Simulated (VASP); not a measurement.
# SiO2 (I-42d) in VASP: further runs

Runs on SiO2. Level: r2SCAN. Tasks: single point.

Everything below comes from runs of VASP 6.6.1. Logs are shortened: lines on timing, memory, paths and dates and some standing lists are left out, and cuts for length are marked.

## Step 1: The cell of the first run

It takes space group I-42d (No. 122, tetragonal). The conventional cell has a = 4.748 Å, b = 4.748 Å, c = 7.488 Å, α = 90.00°, β = 90.00°, γ = 90.00°. Si (site symmetry -4) has 4 O at 1.62 Å within 2.2 Å. Within 2.2 Å of O (site symmetry 2) lie 2 Si at 1.62 Å.

## Step 2: Single point, r2SCAN

POSCAR

```
SiO2
1.0
   -2.3740500000      2.3740500000      3.7440000000
    2.3740500000     -2.3740500000      3.7440000000
    2.3740500000      2.3740500000     -3.7440000000
Si O
2 4
Direct
    0.0000000000      0.0000000000      0.0000000000
    0.7500000000      0.2500000000      0.5000000000
    0.9983800000      0.6250000000      0.8733800000
    0.3750000000      0.2483800000      0.3733800000
    0.7516200000      0.1250000000      0.1266200000
    0.8750000000      0.0016200000      0.6266200000
```

INCAR.step1

```
SYSTEM = SiO2
ALGO = Normal
EDIFF = 1E-4
ENCUT = 520
GGA = PE
ISMEAR = 0
LASPH = .True.
LCHARG = .False.
LREAL = .False.
LWAVE = .True.
NBANDS = 25
NELM = 60
PREC = Accurate
SIGMA = 0.02
```

INCAR.step2

```
SYSTEM = SiO2
ALGO = Normal
EDIFF = 1E-7
ENCUT = 520
ISIF = 2
ISMEAR = 0
ISTART = 1
LASPH = .True.
LCHARG = .False.
LMIXTAU = .True.
LREAL = .False.
LWAVE = .False.
METAGGA = R2SCAN
NBANDS = 25
NELM = 60
PREC = Accurate
SIGMA = 0.02
```

KPOINTS

```
k-points
0
Gamma
  1 1 1
  0 0 0
```

Potentials or basis: VASP PAW PBE potentials, release 64 (Si, O).

Run with:

```
cat potpaw_PBE.64/Si/POTCAR potpaw_PBE.64/O/POTCAR > POTCAR
cp INCAR.step1 INCAR
mpirun -np 1 vasp_gam > vasp.out
cp INCAR.step2 INCAR
mpirun -np 1 vasp_gam > vasp.out
```

OUTCAR:

```text
SYSTEM = SiO2
   EDIFF = 1E-7
   ENCUT = 520
   ISIF = 2
   ISMEAR = 0
   ISTART = 1
   LASPH = .True.
   LREAL = .False.
   METAGGA = R2SCAN
   NELM = 60
   PREC = Accurate

 ion  position               nearest neighbor table
   1  0.000  0.000  0.000-   3 1.62   4 1.62   5 1.62   6 1.62   2 3.02   2 3.02   2 3.02   2 3.02

   2  0.750  0.250  0.500-   3 1.62   4 1.62   5 1.62   6 1.62   1 3.02   1 3.02   1 3.02   1 3.02

   3  0.998  0.625  0.873-   1 1.62   2 1.62
   4  0.375  0.248  0.373-   1 1.62   2 1.62
   5  0.752  0.125  0.127-   1 1.62   2 1.62
   6  0.875  0.002  0.627-   1 1.62   2 1.62

  LATTYP: Found a body centered tetragonal cell.
 ALAT       =     4.7481000000
 C/A-ratio  =     1.5770518734

  Lattice vectors:

 A1 = (  -2.3740500000,   2.3740500000,   3.7440000000)
 A2 = (   2.3740500000,  -2.3740500000,   3.7440000000)
 A3 = (   2.3740500000,   2.3740500000,  -3.7440000000)

Analysis of symmetry for initial positions (statically):
=====================================================================
 Subroutine PRICEL returns:
 Original cell was already a primitive cell.

 Routine SETGRP: Setting up the symmetry group for a
 body centered tetragonal supercell.

 Subroutine GETGRP returns: Found  8 space group operations
 (whereof  4 operations were pure point group operations)
 out of a pool of 16 trial point group operations.

The static configuration has the point symmetry S_4 .
 The point group associated with its full space group is D_2d.

Analysis of symmetry for dynamics (positions and initial velocities):
=====================================================================
 Subroutine PRICEL returns:
 Original cell was already a primitive cell.

 Routine SETGRP: Setting up the symmetry group for a
 body centered tetragonal supercell.

 Subroutine GETGRP returns: Found  8 space group operations
 (whereof  4 operations were pure point group operations)
 out of a pool of 16 trial point group operations.

The dynamic configuration has the point symmetry S_4 .
 The point group associated with its full space group is D_2d.

 Subroutine INISYM returns: Found  8 space group operations
 (whereof  4 operations are pure point group operations),
 and found     1 'primitive' translations

----------------------------------------------------------------------------------------

                                     Primitive cell

  volume of cell :      84.4064

  direct lattice vectors                    reciprocal lattice vectors
    -2.374050000  2.374050000  3.744000000     0.000000000  0.210610560  0.133547009
     2.374050000 -2.374050000  3.744000000     0.210610560  0.000000000  0.133547009
     2.374050000  2.374050000 -3.744000000     0.210610560  0.210610560  0.000000000

  length of vectors
     5.028892801  5.028892801  5.028892801     0.249382460  0.249382460  0.297848310

  position of ions in fractional coordinates (direct lattice)
     0.000000000  0.000000000  0.000000000
     0.750000000  0.250000000  0.500000000
     0.998380000  0.625000000  0.873380000
     0.375000000  0.248380000  0.373380000
     0.751620000  0.125000000  0.126620000
     0.875000000  0.001620000  0.626620000

  ion indices of the primitive-cell ions
   primitive index   ion index
                 1           1
                 2           2
                 3           3
                 4           4
                 5           5
                 6           6

----------------------------------------------------------------------------------------

 KPOINTS: k-points

Automatic generation of k-mesh.
 Grid dimensions read from file:
 generate k-points for:    1    1    1

 Generating k-lattice:

  Cartesian coordinates                     Fractional coordinates (reciprocal lattice)
     0.000000000  0.210610560  0.133547009     1.000000000 -0.000000000  0.000000000
     0.210610560  0.000000000  0.133547009    -0.000000000  1.000000000  0.000000000
     0.210610560  0.210610560  0.000000000     0.000000000  0.000000000  1.000000000

  Length of vectors
     0.249382460  0.249382460  0.297848310

  Shift w.r.t. Gamma in fractional coordinates (k-lattice)
     0.000000000  0.000000000  0.000000000

 Subroutine IBZKPT returns following result:
 ===========================================

 Found      1 irreducible k-points:

 Following reciprocal coordinates:
            Coordinates               Weight
  0.000000  0.000000  0.000000      1.000000
   k-points           NKPTS =      1   k-points in BZ     NKDIM =      1   number of bands    NBANDS=     25
   number of dos      NEDOS =    301   number of ions     NIONS =      6
   total plane-waves  NPLWV =  64000
   dimension x,y,z NGX =    40 NGY =   40 NGZ =   40
   dimension x,y,z NGXF=    80 NGYF=   80 NGZF=   80
   ions per type =               2   4
   NGX,Y,Z   is equivalent  to a cutoff of  13.22, 13.22, 13.22 a.u.
   NGXF,Y,Z  is equivalent  to a cutoff of  26.45, 26.45, 26.45 a.u.
 SYSTEM =  SiO2
   PREC   = accura    normal or accurate (medium, high low for compatibility)
   ISTART =      1    job   : 0-new  1-cont  2-samecut
   ICHARG =      0    charge: 1-file 2-atom 10-const
   ISPIN  =      1    spin polarized calculation?
   LNONCOLLINEAR =      F non collinear calculations
   LSORBIT =      F    spin-orbit coupling
   LASPH  =      T    aspherical Exc in radial PAW
   ENCUT  =  520.0 eV  38.22 Ry    6.18 a.u.   9.35  9.35  9.35*2*pi/ulx,y,z
   NELM   =     60;   NELMIN=  2; NELMDL=  0     # of ELM steps
   EDIFF  = 0.1E-06   stopping-criterion for ELM
   LREAL  =      F    real-space projection
   EDIFFG = 0.1E-05   stopping-criterion for IOM
   NSW    =      0    number of steps for IOM
   IBRION =     -1    ionic relax: 0-MD 1-quasi-New 2-CG
   NFREE  =      0    steps in history (QN), initial steepest desc. (CG)
   ISIF   =      2    stress and relaxation
   ISYM   =      2    0-nonsym 1-usesym 2-fastsym
   POTIM  = 0.5000    time-step for ionic-motion
   TEBEG  =    0.0;   TEEND  =   0.0 temperature during run
   PSTRESS=    0.0 pullay stress
   NELECT =      32.0000    total number of electrons
   NUPDOWN=      -1.0000    fix difference up-down
   EMIN   =  10.00;   EMAX   =-10.00  energy-range for DOS
   EFERMI =   0.00;   METHOD = LEGACY
   ISMEAR =     0;   SIGMA  =   0.02  broadening in eV -4-tet -1-fermi 0-gaus
   EFERMI_NEDOS =   21; number of points for ismear=-14 and -15
   IALGO  =     38    algorithm
   IMIX   =      4    mixing-type and parameters
     AMIX     =   0.40;   BMIX     =  1.00
     AMIX_MAG =   1.60;   BMIX_MAG =  1.00
  volume/ion in A,a.u.               =      14.07        94.93
  Fermi-wavevector in a.u.,A,eV,Ry     =   1.184858  2.239057 19.101062  1.403888
  Thomas-Fermi vector in A             =   2.321064
   LORBIT       =      0    0 simple, 1 ext, 2 COOP (PROOUT), +10 PAW based schemes
   METAGGA = R2SCAN    functional components
   LHFCALC =     F    Hartree Fock is set to
   AEXX    =    0.0000 exact exchange contribution
   IVDW    =     0    specifies the selected vdW correction
   LEPSILON=     F    determine dielectric tensor
   LRPA    =     F    only Hartree local field effects (RPA)
 non-spin polarized calculation
 Gauss-broadening in eV      SIGMA  =   0.02
  energy-cutoff  :      520.00
  volume of cell :       84.41
 maximum number of plane-waves:      1159
 NGX is ok and might be reduce to    40
   NGX = 19   NGY = 19   NGZ = 19

 number of electron      32.0000013 magnetization

 Free energy of the ion-electron system (eV)
  ---------------------------------------------------
  ext. energy  EPLUGINS =         0.00000000
  ---------------------------------------------------
  free energy    TOTEN  =       -58.24552326 eV

  energy without entropy =      -58.24552326  energy(sigma->0) =      -58.24552326

 E-fermi :  -0.2308     XC(G=0):  -8.9285

 val. band max:       -0.4354950535   @ k =   0.0000   0.0000   0.0000
 cond. band min:       6.2115871127   @ k =   0.0000   0.0000   0.0000
 fundamental gap:      6.6470821663
 Fermi energy:        -0.2307541416

 k-point     1 :       0.0000    0.0000    0.0000
  band No.  band energies     occupation
      1     -20.5653      2.00000
      2     -18.4737      2.00000
      3     -18.4456      2.00000
      4     -18.4456      2.00000
      5      -9.3655      2.00000
      6      -5.8138      2.00000
[... 17 lines left out ...]
     24      14.0887      0.00000
     25      14.4264      0.00000

------------------------ aborting loop because EDIFF is reached ----------------------------------------

  FORCE on cell =-STRESS in cart. coord.  units (eV):
  Direction    XX          YY          ZZ          XY          YZ          ZX
  --------------------------------------------------------------------------------------
  -------------------------------------------------------------------------------------
  Total        0.3818692      0.3818692     -1.6327385      0.0000000     -0.0000000      0.0000000
  in kB        7.2485253      7.2485253    -30.9921468      0.0000000     -0.0000000      0.0000000
  external PRESSURE =      -5.4983654 kB  Pullay stress =       0.0000000 kB

 VOLUME and BASIS-vectors are now :
 -----------------------------------------------------------------------------
  energy-cutoff  :      520.00
  volume of cell :       84.41
      direct lattice vectors                 reciprocal lattice vectors
    -2.374050000  2.374050000  3.744000000     0.000000000  0.210610560  0.133547009
     2.374050000 -2.374050000  3.744000000     0.210610560  0.000000000  0.133547009
     2.374050000  2.374050000 -3.744000000     0.210610560  0.210610560  0.000000000

 POSITION                                       TOTAL-FORCE (eV/Angst)
 -----------------------------------------------------------------------------------
      0.00000      0.00000      0.00000         0.000000     -0.000000      0.000000
      0.00000      2.37405      1.87200         0.000000     -0.000000     -0.000000
      1.18702      2.95987      2.80800         0.000000      0.985588      0.000000
      0.58582      1.18702      0.93600         0.985588     -0.000000      0.000000
     -1.18702      1.78823      2.80800         0.000000     -0.985588     -0.000000
     -0.58582      3.56107      0.93600        -0.985588     -0.000000     -0.000000
 -----------------------------------------------------------------------------------
    total drift:                                0.000011      0.000011     -0.000002

  FREE ENERGIE OF THE ION-ELECTRON SYSTEM (eV)
  ---------------------------------------------------
  free  energy   TOTEN  =       -58.2455232610 eV

  energy  without entropy=      -58.2455232610  energy(sigma->0) =      -58.24552326
```

It took 45 s on 1 thread of Intel Xeon Platinum 8488C (Sapphire Rapids), shared host; peak memory 0.24 GiB.

Results:

* Free energy: -58.2455 eV
* Pressure: -0.5 GPa
* Largest force: 0.986 eV/Å

Forces in eV/Å, atoms in the order of the input:
```
Si   0.000  0.000  0.000
Si   0.000  0.000  0.000
O    0.000  0.986  0.000
O    0.986  0.000  0.000
O    0.000 -0.986  0.000
O   -0.986  0.000  0.000
```

Caveat: the k points lie up to 1.57 Å⁻¹ apart; the PAW data sets were made with another functional, which shifts forces and pressure a little.

(Part 1 of 2 ends here.)
